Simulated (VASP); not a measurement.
Runs of VASP 6.6.1 on NbAl2C2. The structure is that of space group P-6m2 (No. 187), or close to it. The cells are those of the table. 

```csv
task,cell,k mesh,cutoff (eV),gap on the mesh (eV),pressure (GPa),relaxed volume (Å³/atom),largest force (eV/Å)
single point,"a = 2.638, b = 2.638, c = 13.977 Å, angles 90.0, 90.0, 120.0°, 5 atoms",18 × 18 × 4,520,none,0.0,-,0.01
relaxation of cell and atoms,"relaxed from a = 3.295, b = 3.295, c = 8.063 Å, angles 90.0, 90.0, 120.0°, 5 atoms",6 × 6 × 2,600,none,-0.4,14.47,0.04
single point,"a = 3.295, b = 3.295, c = 8.063 Å, angles 90.0, 90.0, 120.0°, 5 atoms",6 × 6 × 2,520,none,(a),-,0.22
relaxation of cell and atoms,"relaxed from a = 2.638, b = 2.638, c = 13.977 Å, angles 90.0, 90.0, 120.0°, 5 atoms",18 × 18 × 4,600,none,0.0,16.83,-
single point,"a = 2.638, b = 2.638, c = 12.859 Å, angles 90.0, 90.0, 120.0°, 5 atoms",6 × 6 × 2,520,none,0.0,-,-
relaxation of cell and atoms,"relaxed from a = 2.638, b = 2.638, c = 12.859 Å, angles 90.0, 90.0, 120.0°, 5 atoms",18 × 18 × 4,600,none,0.0,(b),-
```

Alike in all rows: level PBE; potentials or basis VASP PAW PBE potentials, release 64 (Al, Nb_sv, C); no spin polarisation; smearing gaussian 0.1 eV.

Task: Fill in the values left out.

Result: (a) -21.1; (b) 16.62.

Caveats: some runs use coarse meshes.

A k mesh can miss the band edges, and the runs leave out spin-orbit coupling on Nb.

A gap of «none» marks levels without a gap at the run's occupations.
